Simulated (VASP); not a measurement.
## Mo4Rh11 (a cell with a defect): single point with LDA

The system is Mo4Rh11 (a cell with a defect).

```
CELL_PARAMETERS angstrom
2.77097 4.79946 0.00000
-2.77097 4.79946 0.00000
0.00000 0.00000 8.83705
ATOMIC_POSITIONS crystal
Mo 0.35513 0.32444 0.12452
Mo 0.67309 0.70178 0.37578
Mo 0.29261 0.32845 0.62813
Mo 0.67857 0.64076 0.87530
Rh 0.83293 0.82285 0.11848
Rh 0.15164 0.68113 0.37753
Rh 0.34067 0.81939 0.12460
Rh 0.19903 0.16327 0.36935
Rh 0.83107 0.32069 0.13567
Rh 0.84191 0.81268 0.63461
Rh 0.17772 0.65915 0.87565
Rh 0.32710 0.84412 0.62491
Rh 0.17124 0.16780 0.88477
Rh 0.68330 0.26444 0.45350
Rh 0.66972 0.17143 0.87407
```

* Program: VASP 6.6.1
* Task: single point
* Functional: LDA
* Potentials or basis: VASP PAW LDA potentials, release 64 (Mo_sv, Rh_pv)
* Cutoff: 520 eV
* k mesh: 3 × 3 × 2
* Occupations: gaussian, width 0.1 eV
* Spin: no spin polarisation

The pressure is -21.5 GPa. The largest force is 1.436 eV/Å. The band gap on the k mesh is zero (an odd number of electrons rules out a gap without spin polarisation).

Forces in eV/Å, atoms in the order of the input:
```
Mo  -0.056  0.028  0.100
Mo   0.097 -0.130  0.021
Mo   0.040  0.180  0.201
Mo   0.005  0.057 -0.036
Rh   0.036  0.008  0.100
Rh  -0.091  0.117  0.091
Rh  -0.001  0.027  0.072
Rh  -0.045  0.106  0.137
Rh   0.050  0.003  0.156
Rh  -0.118  0.256  0.063
Rh  -0.033  0.040  0.031
Rh  -0.004  0.047  0.054
Rh  -0.015 -0.002  0.060
Rh   0.178 -0.742 -1.217
Rh  -0.042  0.005  0.167
```

Stress tensor (GPa, compression positive):
```
-21.00   0.39  -0.08
  0.39 -20.51  -0.88
 -0.08  -0.88 -23.03
```

Levels at points of the mesh, in eV from the Fermi level:
```
           k point  band 109  band 110  band 111  band 112  band 113  band 114
(0.00, 0.00, 0.00)      0.42      0.51      0.60      0.73      0.81      0.82
(0.00, 0.00, 0.50)      0.36      0.52      0.55      0.76      0.84      0.98
```

Wall time 16 min on 1 thread of Intel(R) Xeon(R) Platinum 8259CL CPU @ 2.50GHz (Skylake/Cascade Lake), on a shared host, peak memory 0.39 GiB.

Caveat: the k points lie up to 0.44 Å⁻¹ apart, too coarse for converged energies and pressures of a metal.
